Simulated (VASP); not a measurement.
Crystal: Zn.

```xyz
1
Lattice="-1.5690 1.5690 1.5690 1.5690 -1.5690 1.5690 1.5690 1.5690 -1.5690" Properties=species:S:1:pos:R:3 pbc="T T T"
Zn    0.0000    0.0000    0.0000
```

- Program: VASP 6.6.1
- Task: relaxation of cell and atoms
- Functional: LDA
- Potentials or basis: VASP PAW LDA potentials, release 64 (Zn)
- Cutoff: 600 eV
- k mesh: 11 × 11 × 11
- Occupations: methfessel-paxton, width 0.1 eV
- Spin: no spin polarisation

At the start: pressure -8.9 GPa; volume 15.45 Å³/atom.

**Question.** Where does the relaxation end?

**Answer.** Over 3 steps the energy falls by 55.1 meV/atom and the volume is 13.67 Å³/atom (-11.5 %); space group Im-3m (No. 229, to 0.05 Å).

Step by step:
```
step  energy change (eV)  largest force (eV/Å)  pressure (GPa)  volume (Å³)
   1              0.0000                0.0000           -8.87        15.45
   2             -0.0550                0.0000            0.41        13.62
   3             -0.0551                0.0000            0.16        13.67
```

Final structure:
```yaml
crystal:
  lattice:
    - [-1.50638, 1.50638, 1.50638]
    - [1.50638, -1.50638, 1.50638]
    - [1.50638, 1.50638, -1.50638]
  atoms:
    - { symbol: Zn, position: [0.00000, 0.00000, 0.00000] }
```
